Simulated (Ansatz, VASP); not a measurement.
**One calculation of H, two programs**

Contents of POSCAR:

```
H
1.0
    8.0000000000      0.0000000000      0.0000000000
    0.0000000000      8.0000000000      0.0000000000
    0.0000000000      0.0000000000      8.0000000000
H
2
Direct
    0.5000000000      0.5000000000      0.4093750000
    0.5000000000      0.5000000000      0.5906250000
```

File INCAR.step1:

```
SYSTEM = H
PREC = Accurate
ENCUT = 400
EDIFF = 1E-5
ISMEAR = 0
SIGMA = 0.01
LREAL = .False.
LASPH = .True.
NELM = 120
ALGO = Normal
ISIF = 2
LWAVE = .True.
GGA = PE
NBANDS = 8
GGA_COMPAT = .False.
NELMDL = -8
```

Contents of INCAR.step2:

```
SYSTEM = H
PREC = Accurate
ENCUT = 400
EDIFF = 1E-6
ISMEAR = 0
SIGMA = 0.01
LREAL = .False.
LASPH = .True.
NELM = 120
ALGO = Normal
ISIF = 2
LWAVE = .False.
LCHARG = .True.
GGA = PE
LHFCALC = .True.
HFSCREEN = 0.2079
PRECFOCK = Normal
LELF = .True.
LVHAR = .True.
ISTART = 1
NBANDS = 8
GGA_COMPAT = .False.
```

File KPOINTS:

```
regular mesh
0
Gamma
  1 1 1
  0 0 0
```

Input for Ansatz:

```yaml
crystal:
  lattice:
    - [8.0, 0.0, 0.0]
    - [0.0, 8.0, 0.0]
    - [0.0, 0.0, 8.0]
  atoms:
    - { symbol: H, position: [0.5, 0.5, 0.409375] }
    - { symbol: H, position: [0.5, 0.5, 0.590625] }
scf:
  occupations: { method: fixed }
output:
  forces: true
  stress: false
  eigenvalues: true
  write_density: true
  write_potential: true
  elf: true
  volumetric_format: npy
hamiltonian:
  xc: hse06
basis:
  ecutwfc: 600
kpoints:
  mp_grid: { grid: [1, 1, 1] }
```

Alike in both runs: task single point; functional HSE06; k mesh 1 × 1 × 1; no spin polarisation.

|  | VASP | Ansatz |
| --- | --- | --- |
| version | VASP 6.6.1 | Ansatz 0.2.0 |
| potentials or method | VASP PAW PBE potentials, release 64 (H), cutoff 400 eV | scalar-relativistic, plane waves, PAW |
| occupations | gaussian, width 0.01 eV | fixed |
| valence electrons in the cell | 2 | 2 |

Ansatz gave:

- gap on the k mesh at the Fermi level (eV): 6.43
- rms of the force components (eV/Å): 2.603

Estimate VASP's values.

gap on the k mesh at the Fermi level (eV): 6.46; rms of the force components (eV/Å): 2.589.

Atom by atom the forces differ by 0.014 eV/Å (rms over components). Ansatz's warnings: xc potential rough in thin density.
